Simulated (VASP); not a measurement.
A run of VASP 6.6.1 is set up as follows.

INCAR

```
SYSTEM = MgS
PREC = Accurate ; ENCUT = 600
EDIFF = 1E-6 ; ISMEAR = 0
SIGMA = 0.01 ; LREAL = .FALSE.
LASPH = .TRUE. ; NELM = 120
ALGO = Normal ; ISIF = 2
LWAVE = .FALSE. ; LCHARG = .FALSE.
NBANDS = 11 ; GGA_COMPAT = .FALSE.
```

KPOINTS

```
Automatic mesh
0
G
  6 6 6
  0 0 0
```

POSCAR

```
MgS
1.0
    0.0000000000      2.7969294923      2.7969294923
    2.7969294923      0.0000000000      2.7969294923
    2.7969294923      2.7969294923      0.0000000000
Mg S
1 1
Direct
    0.0000000000      0.0000000000      0.0000000000
    0.2500000000      0.2500000000      0.2500000000
```

Potentials or basis: VASP PAW LDA potentials, release 64 (Mg, S).

Run with:

```bash
$ cat potpaw_LDA.64/Mg/POTCAR potpaw_LDA.64/S/POTCAR > POTCAR
$ mpirun -np 1 vasp_std > vasp.out
```

(1) What does it give for the band gap on the k mesh?

(2) Estimate the pressure.

Answers

(1) 3.38 eV, direct.

(2) -0.3 GPa.
